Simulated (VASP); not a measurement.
Wanted: the native input for a VASP 6.6.1 run.

```yaml
Task: single point
Functional: PBE
Potentials_or_basis: VASP PAW PBE potentials, release 64 (Pt)
Cutoff: 520 eV
k_mesh: 18 × 18 × 10
Occupations: gaussian, width 0.15 eV
Spin: no spin polarisation
Dipole_correction: no
Further_INCAR_settings: ALGO = Fast; EDIFF = 1e-06; NBANDS = 17
```

The structure of Pt lies in POSCAR:

```
Pt
1.0
    2.8964665954      0.0000000000      0.0000000000
   -1.4482332977      2.1500688453      0.0000000000
    0.0000000000      0.0000000000      4.7813829983
Pt
2
Direct
    0.6666666667      0.3333333333      0.7500000000
    0.3333333333      0.6666666667      0.2500000000
```

This cell differs from its parent crystal: normal strain along x +0.0500, normal strain along y -0.1000.

The input as run:

INCAR

```
ALGO = Fast
EDIFF = 1E-6
ENCUT = 520
GGA = PE
ISIF = 2
ISMEAR = 0
LASPH = True
LCHARG = False
LREAL = False
LWAVE = False
NBANDS = 17
NELM = 80
PREC = Accurate
SIGMA = 0.15
```

KPOINTS

```
k-points
0
Gamma
  18 18 10
```

Potentials or basis: VASP PAW PBE potentials, release 64 (Pt).

Launch:

```bash
$ cat potpaw_PBE.64/Pt/POTCAR > POTCAR
$ mpirun -np 1 vasp_std > vasp.out
```

Results of the run:

```yaml
Pressure: 22.0 GPa
Largest_force: 0.131 eV/Å
Band_gap_on_the_k_mesh: zero (band 10 reaches 12.74 eV, above the bottom of band 11 at 10.59 eV)
```

Caveat: the cell differs from its parent crystal (normal strain along x +0.0500, normal strain along y -0.1000); spin-orbit coupling is left out, which moves the levels of the heavy elements.

Wall time 100 s on 1 thread of Intel(R) Xeon(R) Platinum 8488C (Sapphire Rapids), on a shared host, peak memory 0.33 GiB.
